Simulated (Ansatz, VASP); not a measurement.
# AgI in VASP and in Ansatz

Contents of POSCAR:

```
AgI
1.0
    0.0000000000      3.2886328091      3.2886328091
    3.2886328091      0.0000000000      3.2886328091
    3.2886328091      3.2886328091      0.0000000000
Ag I
1 1
Direct
    0.0000000000      0.0000000000      0.0000000000
    0.2500000000      0.2500000000      0.2500000000
```

The input INCAR.step1:

```
SYSTEM = AgI
ALGO = Normal
EDIFF = 1E-5
ENCUT = 400
GGA = PE
GGA_COMPAT = .FALSE.
ISIF = 2
ISMEAR = 0
LASPH = .TRUE.
LCHARG = .FALSE.
LREAL = .FALSE.
LWAVE = .TRUE.
NBANDS = 16
NELM = 120
PREC = Accurate
SIGMA = 0.01
```

File INCAR.step2:

```
SYSTEM = AgI
ALGO = Normal
EDIFF = 1E-6
ENCUT = 400
GGA = PE
GGA_COMPAT = .FALSE.
HFSCREEN = 0.2079
ISIF = 2
ISMEAR = 0
ISTART = 1
LASPH = .TRUE.
LCHARG = .FALSE.
LHFCALC = .TRUE.
LREAL = .FALSE.
LWAVE = .FALSE.
NBANDS = 16
NELM = 120
PREC = Accurate
PRECFOCK = Normal
SIGMA = 0.01
```

KPOINTS

```
k-points
0
G
  4 4 4
  0 0 0
```

Input for Ansatz:

```yaml
crystal:
  lattice:
    - [0.0, 3.2886328091, 3.2886328091]
    - [3.2886328091, 0.0, 3.2886328091]
    - [3.2886328091, 3.2886328091, 0.0]
  atoms:
    - { symbol: Ag, position: [0.0, 0.0, 0.0] }
    - { symbol: I, position: [0.25, 0.25, 0.25] }
kpoints:
  mp_grid: { grid: [4, 4, 4] }
hamiltonian:
  xc: hse06
scf:
  occupations: { method: fixed }
  n_extra_bands: 4
output:
  forces: true
  stress: true
  eigenvalues: true
```

Alike in both runs: task single point; functional HSE06; k mesh 4 × 4 × 4; no spin polarisation.

|  | VASP | Ansatz |
| --- | --- | --- |
| version | VASP 6.6.1 | Ansatz 0.2.0 |
| potentials or method | VASP PAW PBE potentials, release 64 (Ag, I) | plane waves, PAW |
| plane-wave cutoff (eV) | 400 | 420 |
| occupations | gaussian, width 0.01 eV | fixed |
| valence electrons in the cell | 18 | 36 |

Ansatz gave:

```
gap on the k mesh at the Fermi level (eV) : 2.51
pressure (GPa)                            : 0.6
```

Q: Which values does VASP return?

A: gap on the k mesh at the Fermi level (eV): 2.48; pressure (GPa): 0.4.

VASP's potentials hold 18 valence electrons a cell and Ansatz's 36, so a difference there can come from the potentials and not from the codes. Ansatz's warnings: stress exchange threshold loose, stress scf threshold loose.

Spin-orbit coupling is off throughout.
